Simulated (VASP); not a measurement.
# Pb in VASP: a series of runs

The runs below take Pb through single point, with PBEsol.

Everything below comes from runs of VASP 6.6.1. Logs are shortened: lines on timing, memory, paths and dates and some standing lists are left out, and cuts for length are marked.

## (1) The cell of the first run

Symmetry: Fd-3m, No. 227, cubic system. The conventional cell has a = 6.636 Å, b = 6.636 Å, c = 6.636 Å, α = 90.00°, β = 90.00°, γ = 90.00°. Within 3.8 Å of Pb (site symmetry -43m) lie 4 Pb at 2.87 Å.

## (2) Single point, PBEsol

INCAR reads:

```
SYSTEM = Pb
PREC = Accurate
ENCUT = 520
EDIFF = 1E-6
ISMEAR = -1
SIGMA = 0.05
LREAL = .False.
LASPH = .True.
NELM = 80
ALGO = Normal
ISIF = 2
LWAVE = .False.
LCHARG = .False.
GGA = PS
NBANDS = 21
```

KPOINTS reads:

```
Automatic mesh
0
Gamma
  7 7 7
  0 0 0
```

POSCAR reads:

```
Pb
1.0
    0.0000000000      3.3182163898      3.3182163898
    3.3182163898      0.0000000000      3.3182163898
    3.3182163898      3.3182163898      0.0000000000
Pb
2
Direct
    0.2500000000      0.2500000000      0.2500000000
    0.0000000000      0.0000000000      0.0000000000
```

Potentials or basis: VASP PAW PBE potentials, release 64 (Pb_d).

Command:

```
> cat potpaw_PBE.64/Pb_d/POTCAR > POTCAR
> mpirun -np 1 vasp_std > vasp.out
```

OUTCAR:

```text
SYSTEM = Pb
   PREC = Accurate
   ENCUT = 520
   EDIFF = 1E-6
   ISMEAR = -1
   LREAL = .False.
   LASPH = .True.
   NELM = 80
   ISIF = 2
   GGA = PS

 ion  position               nearest neighbor table
   1  0.250  0.250  0.250-   2 2.87   2 2.87   2 2.87   2 2.87
   2  0.000  0.000  0.000-   1 2.87   1 2.87   1 2.87   1 2.87

  LATTYP: Found a face centered cubic cell.
 ALAT       =     6.6364327796

  Lattice vectors:

 A1 = (   0.0000000000,   3.3182163898,   3.3182163898)
 A2 = (   3.3182163898,   0.0000000000,   3.3182163898)
 A3 = (   3.3182163898,   3.3182163898,   0.0000000000)

Analysis of symmetry for initial positions (statically):
=====================================================================
 Subroutine PRICEL returns:
 Original cell was already a primitive cell.

 Routine SETGRP: Setting up the symmetry group for a
 face centered cubic supercell.

 Subroutine GETGRP returns: Found 48 space group operations
 (whereof 24 operations were pure point group operations)
 out of a pool of 48 trial point group operations.

The static configuration has the point symmetry T_d .
 The point group associated with its full space group is O_h .

Analysis of symmetry for dynamics (positions and initial velocities):
=====================================================================
 Subroutine PRICEL returns:
 Original cell was already a primitive cell.

 Routine SETGRP: Setting up the symmetry group for a
 face centered cubic supercell.

 Subroutine GETGRP returns: Found 48 space group operations
 (whereof 24 operations were pure point group operations)
 out of a pool of 48 trial point group operations.

The dynamic configuration has the point symmetry T_d .
 The point group associated with its full space group is O_h .

 Subroutine INISYM returns: Found 48 space group operations
 (whereof 24 operations are pure point group operations),
 and found     1 'primitive' translations

----------------------------------------------------------------------------------------

                                     Primitive cell

  volume of cell :      73.0708

  direct lattice vectors                    reciprocal lattice vectors
     0.000000000  3.318216390  3.318216390    -0.150683362  0.150683362  0.150683362
     3.318216390  0.000000000  3.318216390     0.150683362 -0.150683362  0.150683362
     3.318216390  3.318216390  0.000000000     0.150683362  0.150683362 -0.150683362

  length of vectors
     4.692666621  4.692666621  4.692666621     0.260991238  0.260991238  0.260991238

  position of ions in fractional coordinates (direct lattice)
     0.250000000  0.250000000  0.250000000
     0.000000000  0.000000000  0.000000000

  ion indices of the primitive-cell ions
   primitive index   ion index
                 1           1
                 2           2

----------------------------------------------------------------------------------------

 KPOINTS: Automatic mesh

Automatic generation of k-mesh.
 Grid dimensions read from file:
 generate k-points for:    7    7    7

 Generating k-lattice:

  Cartesian coordinates                     Fractional coordinates (reciprocal lattice)
    -0.021526195  0.021526195  0.021526195     0.142857143  0.000000000  0.000000000
     0.021526195 -0.021526195  0.021526195     0.000000000  0.142857143  0.000000000
     0.021526195  0.021526195 -0.021526195     0.000000000  0.000000000  0.142857143

  Length of vectors
     0.037284463  0.037284463  0.037284463

  Shift w.r.t. Gamma in fractional coordinates (k-lattice)
     0.000000000  0.000000000  0.000000000

 Subroutine IBZKPT returns following result:
 ===========================================

 Found     20 irreducible k-points:

 Following reciprocal coordinates:
            Coordinates               Weight
  0.000000  0.000000  0.000000      1.000000
  0.142857  0.000000  0.000000      8.000000
  0.285714  0.000000  0.000000      8.000000
  0.428571  0.000000  0.000000      8.000000
  0.142857  0.142857  0.000000      6.000000
  0.285714  0.142857  0.000000     24.000000
[... 12 lines left out ...]
 -0.428571  0.428571  0.142857     24.000000
 -0.285714  0.428571  0.142857     24.000000
   k-points           NKPTS =     20   k-points in BZ     NKDIM =     20   number of bands    NBANDS=     21
   number of dos      NEDOS =    301   number of ions     NIONS =      2
   total plane-waves  NPLWV =  46656
   dimension x,y,z NGX =    36 NGY =   36 NGZ =   36
   dimension x,y,z NGXF=    72 NGYF=   72 NGZF=   72
   ions per type =               2
   NGX,Y,Z   is equivalent  to a cutoff of  12.75, 12.75, 12.75 a.u.
   NGXF,Y,Z  is equivalent  to a cutoff of  25.51, 25.51, 25.51 a.u.
 SYSTEM =  Pb
   PREC   = accura    normal or accurate (medium, high low for compatibility)
   ISTART =      0    job   : 0-new  1-cont  2-samecut
   ICHARG =      2    charge: 1-file 2-atom 10-const
   ISPIN  =      1    spin polarized calculation?
   LNONCOLLINEAR =      F non collinear calculations
   LSORBIT =      F    spin-orbit coupling
   LASPH  =      T    aspherical Exc in radial PAW
   ENCUT  =  520.0 eV  38.22 Ry    6.18 a.u.   8.73  8.73  8.73*2*pi/ulx,y,z
   NELM   =     80;   NELMIN=  2; NELMDL= -5     # of ELM steps
   EDIFF  = 0.1E-05   stopping-criterion for ELM
   LREAL  =      F    real-space projection
   EDIFFG = 0.1E-04   stopping-criterion for IOM
   NSW    =      0    number of steps for IOM
   IBRION =     -1    ionic relax: 0-MD 1-quasi-New 2-CG
   NFREE  =      0    steps in history (QN), initial steepest desc. (CG)
   ISIF   =      2    stress and relaxation
   ISYM   =      2    0-nonsym 1-usesym 2-fastsym
   POTIM  = 0.5000    time-step for ionic-motion
   TEBEG  =    0.0;   TEEND  =   0.0 temperature during run
   PSTRESS=    0.0 pullay stress
   NELECT =      28.0000    total number of electrons
   NUPDOWN=      -1.0000    fix difference up-down
   EMIN   =  10.00;   EMAX   =-10.00  energy-range for DOS
   EFERMI =   0.00;   METHOD = LEGACY
   ISMEAR =    -1;   SIGMA  =   0.05  broadening in eV -4-tet -1-fermi 0-gaus
   EFERMI_NEDOS =   21; number of points for ismear=-14 and -15
   IALGO  =     38    algorithm
   IMIX   =      4    mixing-type and parameters
     AMIX     =   0.40;   BMIX     =  1.00
     AMIX_MAG =   1.60;   BMIX_MAG =  1.00
  volume/ion in A,a.u.               =      36.54       246.55
  Fermi-wavevector in a.u.,A,eV,Ry     =   1.189085  2.247044 19.237584  1.413923
  Thomas-Fermi vector in A             =   2.325200
   LORBIT       =      0    0 simple, 1 ext, 2 COOP (PROOUT), +10 PAW based schemes
   GGA     = PS    functional components
   LHFCALC =     F    Hartree Fock is set to
   AEXX    =    0.0000 exact exchange contribution
   IVDW    =     0    specifies the selected vdW correction
   LEPSILON=     F    determine dielectric tensor
   LRPA    =     F    only Hartree local field effects (RPA)
 non-spin polarized calculation
  energy-cutoff  :      520.00
  volume of cell :       73.07
 maximum number of plane-waves:      1992
   NGX = 17   NGY = 17   NGZ = 17

 number of electron      27.9999995 magnetization

 Free energy of the ion-electron system (eV)
  ---------------------------------------------------
  ext. energy  EPLUGINS =         0.00000000
  ---------------------------------------------------
  free energy    TOTEN  =        -7.22070320 eV

  energy without entropy =       -7.21488899  energy(sigma->0) =       -7.21779610

 E-fermi :   5.1987     XC(G=0):  -9.0909

 val. band max:        5.1524891453   @ k =  -0.1429   0.1429   0.0000
 cond. band min:       5.2501361919   @ k =   0.1429   0.0000   0.0000
 fundamental gap:      0.0976470466
 Fermi energy:         5.1987197832

 k-point     1 :       0.0000    0.0000    0.0000
  band No.  band energies     occupation
      1     -12.1910      2.00000
      2     -12.1910      2.00000
      3     -12.1910      2.00000
      4     -12.0933      2.00000
      5     -12.0933      2.00000
      6     -11.5290      2.00000
[... 13 lines left out ...]
     20      13.1858      0.00000
     21      13.1858      0.00000

 k-point     2 :       0.1429    0.0000    0.0000
  band No.  band energies     occupation
      1     -12.2158      2.00000
      2     -12.2158      2.00000
      3     -12.1859      2.00000
      4     -12.0568      2.00000
      5     -12.0568      2.00000
      6     -11.5630      2.00000
[... 13 lines left out ...]
     20      12.5349      0.00000
     21      12.5356      0.00000

 k-point     3 :       0.2857    0.0000    0.0000
  band No.  band energies     occupation
      1     -12.2422      2.00000
      2     -12.2422      2.00000
      3     -12.1740      2.00000
      4     -12.0080      2.00000
      5     -12.0080      2.00000
      6     -11.5998      2.00000
[... 13 lines left out ...]
     20      12.5686      0.00000
     21      12.5686      0.00000

 k-point     4 :       0.4286    0.0000    0.0000
  band No.  band energies     occupation
      1     -12.2521      2.00000
      2     -12.2521      2.00000
      3     -12.1640      2.00000
      4     -11.9856      2.00000
      5     -11.9856      2.00000
      6     -11.6174      2.00000
[... 13 lines left out ...]
     20      13.5686      0.00000
     21      13.5686      0.00000

 k-point     5 :       0.1429    0.1429    0.0000
  band No.  band energies     occupation
      1     -12.2155      2.00000
      2     -12.2094      2.00000
      3     -12.2094      2.00000
      4     -12.0626      2.00000
      5     -12.0179      2.00000
      6     -11.6456      2.00000
[... 13 lines left out ...]
     20      11.3139      0.00000
     21      13.6909      0.00000
[... 286 lines left out ...]
     20      13.1980      0.00000
     21      13.9881      0.00000

 k-point    18 :      -0.4286    0.2857    0.1429
  band No.  band energies     occupation
      1     -12.3078      2.00000
      2     -12.2821      2.00000
      3     -12.0802      2.00000
      4     -11.9278      2.00000
      5     -11.8688      2.00000
      6     -11.8004      2.00000
[... 13 lines left out ...]
     20      13.6476      0.00000
     21      13.9375      0.00000

 k-point    19 :      -0.4286    0.4286    0.1429
  band No.  band energies     occupation
      1     -12.2986      2.00000
      2     -12.2955      2.00000
      3     -12.0689      2.00000
      4     -11.9437      2.00000
      5     -11.8594      2.00000
      6     -11.7620      2.00000
[... 13 lines left out ...]
     20      14.1874      0.00000
     21      15.3420      0.00000

 k-point    20 :      -0.2857    0.4286    0.1429
  band No.  band energies     occupation
      1     -12.3202      2.00000
      2     -12.2970      2.00000
      3     -12.0263      2.00000
      4     -11.9031      2.00000
      5     -11.8436      2.00000
      6     -11.7845      2.00000
[... 13 lines left out ...]
     20      14.1254      0.00000
     21      15.5267      0.00000

------------------------ aborting loop because EDIFF is reached ----------------------------------------

  FORCE on cell =-STRESS in cart. coord.  units (eV):
  Direction    XX          YY          ZZ          XY          YZ          ZX
  --------------------------------------------------------------------------------------
  -------------------------------------------------------------------------------------
  Total        2.2207226      2.2207226      2.2207226      0.0000000      0.0000000     -0.0000000
  in kB       48.6923562     48.6923562     48.6923562      0.0000000      0.0000000     -0.0000000
  external PRESSURE =      48.6923562 kB  Pullay stress =       0.0000000 kB

 VOLUME and BASIS-vectors are now :
 -----------------------------------------------------------------------------
  energy-cutoff  :      520.00
  volume of cell :       73.07
      direct lattice vectors                 reciprocal lattice vectors
     0.000000000  3.318216390  3.318216390    -0.150683362  0.150683362  0.150683362
     3.318216390  0.000000000  3.318216390     0.150683362 -0.150683362  0.150683362
     3.318216390  3.318216390  0.000000000     0.150683362  0.150683362 -0.150683362

 POSITION                                       TOTAL-FORCE (eV/Angst)
 -----------------------------------------------------------------------------------
      1.65911      1.65911      1.65911         0.000000      0.000000      0.000000
      0.00000      0.00000      0.00000        -0.000000     -0.000000     -0.000000
 -----------------------------------------------------------------------------------
    total drift:                                0.000000      0.000000      0.000000

  FREE ENERGIE OF THE ION-ELECTRON SYSTEM (eV)
  ---------------------------------------------------
  free  energy   TOTEN  =        -7.2207032046 eV

  energy  without entropy=       -7.2148889865  energy(sigma->0) =       -7.21779610
```

It took 10 s on 1 thread of Intel Xeon 6975P-C (Granite Rapids), shared host; peak memory 0.2 GiB.

What came out:

| Item | Value |
| --- | --- |
| Free energy | -7.2207 eV |
| Pressure | 4.9 GPa |
| Band gap on the k mesh | zero (band 14 reaches 5.66 eV, above the bottom of band 15 at 4.36 eV) |

Levels at points of the mesh, in eV from the Fermi level:
| k point | band 12 | band 13 | band 14 | band 15 | band 16 | band 17 |
| --- | --- | --- | --- | --- | --- | --- |
| (0.00, 0.00, 0.00) | -3.34 | 0.46 | 0.46 | 0.46 | 2.49 | 2.49 |

Caveat: the PAW data sets were made with another functional, which shifts forces and pressure a little; spin-orbit coupling is left out, which moves the levels of the heavy elements.

## (3) Single point, PBEsol

This run uses another cell than the first one, of 38.97 Å³/atom, 1.067 times its volume.

INCAR reads:

```
SYSTEM = Pb
  PREC = Accurate
  ENCUT = 520
  EDIFF = 1E-7
  ISMEAR = -1
  SIGMA = 0.05
  LREAL = .False.
  LASPH = .True.
  NELM = 80
  ALGO = Normal
  ISIF = 2
  LWAVE = .False.
  LCHARG = .False.
  GGA = PS
  NBANDS = 21
```

KPOINTS reads:

```
regular mesh
0
Gamma
  7 7 7
  0 0 0
```

POSCAR reads:

```
Pb
1.0
    0.0000000000      3.3902377779      3.3902377779
    3.3902377779      0.0000000000      3.3902377779
    3.3902377779      3.3902377779      0.0000000000
Pb
2
Direct
    0.2500000000      0.2500000000      0.2500000000
    0.0000000000      0.0000000000      0.0000000000
```

Potentials or basis: VASP PAW PBE potentials, release 64 (Pb_d).

Command:

```
> cat potpaw_PBE.64/Pb_d/POTCAR > POTCAR
> mpirun -np 1 vasp_std > vasp.out
```

Run time: 12 s. Hardware: 1 thread of Intel Xeon 6975P-C (Granite Rapids), shared host; peak memory 0.2 GiB.

Results (log left out):

* Free energy: -7.3237 eV
* Pressure: 1.9 GPa
* Band gap on the k mesh: zero (band 14 reaches 4.99 eV, above the bottom of band 15 at 3.80 eV)

Levels at points of the mesh, in eV from the Fermi level:
```csv
k point,band 11,band 12,band 13,band 14,band 15,band 16,band 17,band 18
"(0.00, 0.00, 0.00)",-11.42,-3.71,0.42,0.42,0.42,2.44,2.44,2.44
```

Caveat: the PAW data sets were made with another functional, which shifts forces and pressure a little; spin-orbit coupling is left out, which moves the levels of the heavy elements.

(Part 1 of 2 ends here.)
